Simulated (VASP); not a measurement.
Input of a VASP 6.6.1 run:

File INCAR:

```
PREC     = Accurate       # precision mode
ENCUT    = 600            # plane-wave cutoff, eV
EDIFF    = 1E-6           # SCF threshold, eV
ISMEAR   = 0              # smearing method
SIGMA    = 0.02           # smearing width, eV
LREAL    = F              # projectors in reciprocal space
LASPH    = T              # aspherical terms in the spheres
NELM     = 120            # most SCF steps
ALGO     = Normal         # electronic algorithm
ISIF     = 2              # what is computed and relaxed
LWAVE    = F              # write WAVECAR
LCHARG   = F              # write CHGCAR
GGA      = CA             # functional
NBANDS   = 15             # bands
GGA_COMPAT= F
```

Contents of KPOINTS:

```
Automatic mesh
0
Gamma
  8 8 8
```

Contents of POSCAR:

```
CaO
1.0
    0.0000000000      2.3770323614      2.3770323614
    2.3770323614      0.0000000000      2.3770323614
    2.3770323614      2.3770323614      0.0000000000
Ca O
1 1
Direct
    0.0000000000      0.0000000000      0.0000000000
    0.5000000000      0.5000000000      0.5000000000
```

Potentials or basis: VASP PAW LDA potentials, release 64 (Ca_sv, O).

Launch:

```bash
$ cat potpaw_LDA.64/Ca_sv/POTCAR potpaw_LDA.64/O/POTCAR > POTCAR
$ mpirun -np 1 vasp_std > vasp.out
```

Problem. What does it give for the pressure?

Solution. -2.8 GPa.

Problem. Estimate the band gap on the k mesh.

Solution. 3.44 eV, indirect (least direct gap 3.81 eV).

 A k mesh can miss the band edges.
